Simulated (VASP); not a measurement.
Write the native input for VASP 6.6.1 that does the following.

```
Task                   : single point
Functional             : PBE
Potentials or basis    : VASP PAW PBE potentials, release 64 (Ga_d, N)
Cutoff                 : 600 eV
k mesh                 : 5 × 5 × 5
Occupations            : gaussian, width 0.01 eV
Spin                   : no spin polarisation
Dipole correction      : no
Further INCAR settings : ALGO = Normal; EDIFF = 1e-06; NBANDS = 16
```

The structure of GaN lies in POSCAR:

```
GaN
1.0
    0.0000000000      2.2535000000      2.2535000000
    2.2535000000      0.0000000000      2.2535000000
    2.2535000000      2.2535000000      0.0000000000
Ga N
1 1
Direct
   -0.0000921618      0.0010855446      0.0017139672
    0.7504587614      0.7445964150      0.7414682615
```

One way to write it, as run:

INCAR

```
PREC = Accurate ; ENCUT = 600
EDIFF = 1E-6 ; ISMEAR = 0
SIGMA = 0.01 ; LREAL = False
LASPH = True ; NELM = 120
ALGO = Normal ; ISIF = 2
LWAVE = False ; LCHARG = True
GGA = PE ; LELF = True
LVHAR = True ; NBANDS = 16
GGA_COMPAT = False
```

KPOINTS

```
Automatic mesh
0
Gamma
  5 5 5
```

Potentials or basis: VASP PAW PBE potentials, release 64 (Ga_d, N).

Command:

```sh
$ cat potpaw_PBE.64/Ga_d/POTCAR potpaw_PBE.64/N/POTCAR > POTCAR
$ mpirun -np 1 vasp_std > vasp.out
```

It gave:

```json
{
  "Pressure": "5.1 GPa",
  "Largest force": "0.523 eV/Å",
  "Band gap on the k mesh": "1.63 eV, direct"
}
```

Caveat: the k points lie up to 0.48 Å⁻¹ apart.

It took 32 s on 1 thread of Intel(R) Xeon(R) Platinum 8259CL CPU @ 2.50GHz (Skylake/Cascade Lake) (shared host), peak memory 0.17 GiB.
